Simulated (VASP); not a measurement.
Write the native input for VASP 6.6.1 that does the following.

```yaml
Task: single point
Functional: LDA
Potentials_or_basis: VASP PAW LDA potentials, release 64 (Co)
Cutoff: 520 eV
k_mesh: 23 × 23 × 12
Occupations: fermi-dirac, width 0.05 eV
Spin: collinear spin, ferromagnetic start
Starting_moments: "[1.7, 1.7] μB"
Dipole_correction: no
Further_INCAR_settings: ALGO = Normal; EDIFF = 1e-06; NBANDS = 20
```

The structure of Co lies in POSCAR:

```
Co
1.0
    2.4291834769      0.0000000000      0.0000000000
   -1.2145917384      2.1037346015      0.0000000000
    0.0000000000      0.0000000000      3.9186035790
Co
2
Direct
    0.3333333333      0.6666666667      0.2500000000
    0.6666666667      0.3333333333      0.7500000000
```

These files were run (other wordings do the same):

INCAR

```
SYSTEM = Co
PREC     = Accurate       ! precision mode
ENCUT    = 520            ! plane-wave cutoff, eV
EDIFF    = 1E-6           ! SCF threshold, eV
ISMEAR   = -1             ! smearing method
SIGMA    = 0.05           ! smearing width, eV
LREAL    = .FALSE.        ! projectors in reciprocal space
LASPH    = .TRUE.         ! aspherical terms in the spheres
NELM     = 150            ! most SCF steps
ALGO     = Normal         ! electronic algorithm
ISIF     = 2              ! what is computed and relaxed
LWAVE    = .FALSE.        ! write WAVECAR
LCHARG   = .TRUE.         ! write CHGCAR
ISPIN    = 2              ! spin polarisation
MAGMOM   = 1.7 1.7        ! initial moments
LORBIT   = 11             ! projections on sites
LMAXMIX  = 4              ! l up to which the mixer works
LELF     = .TRUE.         ! ELF
LVHAR    = .TRUE.       
NBANDS   = 20             ! bands
```

KPOINTS

```
Automatic mesh
0
G
  23 23 12
  0 0 0
```

Potentials or basis: VASP PAW LDA potentials, release 64 (Co).

Launch:

```console
$ cat potpaw_LDA.64/Co/POTCAR > POTCAR
$ mpirun -np 1 vasp_std > vasp.out
```

Results of the run:

```json
{
 "Pressure": "-1.2 GPa",
 "Net moment": "2.98 μB per cell",
 "Site moments": "Co +1.49 μB",
 "Valence electrons inside the program's atomic spheres": "Co 8.45"
}
```

Run time: 4 min on 1 thread of Oxide Virtual Turin-like Processor, on a shared host, peak memory 0.27 GiB.
